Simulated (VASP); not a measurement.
A run of VASP 6.6.1:

File INCAR:

```
PREC = Accurate ; ENCUT = 520
EDIFF = 1E-6 ; ISMEAR = 0
SIGMA = 0.1 ; LREAL = False
LASPH = True ; NELM = 80
ALGO = Normal ; ISIF = 2
LWAVE = False ; LCHARG = False
GGA = PS ; NBANDS = 12
```

The input KPOINTS:

```
Automatic mesh
0
Gamma
  20 20 20
```

File POSCAR:

```
Ti
1.0
   -1.4590357403      1.4590357403      1.4590357403
    1.4590357403     -1.4590357403      1.4590357403
    1.4590357403      1.4590357403     -1.4590357403
Ti
1
Direct
    0.0000000000      0.0000000000      0.0000000000
```

Potentials or basis: VASP PAW PBE potentials, release 64 (Ti_sv).

Command:

```sh
$ cat potpaw_PBE.64/Ti_sv/POTCAR > POTCAR
$ mpirun -np 1 vasp_std > vasp.out
```

Hardware: 1 thread of Intel(R) Xeon(R) Platinum 8259CL CPU @ 2.50GHz (Skylake/Cascade Lake), with other jobs on the host.

**Question.** How long does it take, and how much memory?

**Answer.** Wall time 31 s on 1 thread of Intel(R) Xeon(R) Platinum 8259CL CPU @ 2.50GHz (Skylake/Cascade Lake), with other jobs on the host, peak memory 0.15 GiB. Counts: scf iterations 12, k points 256.
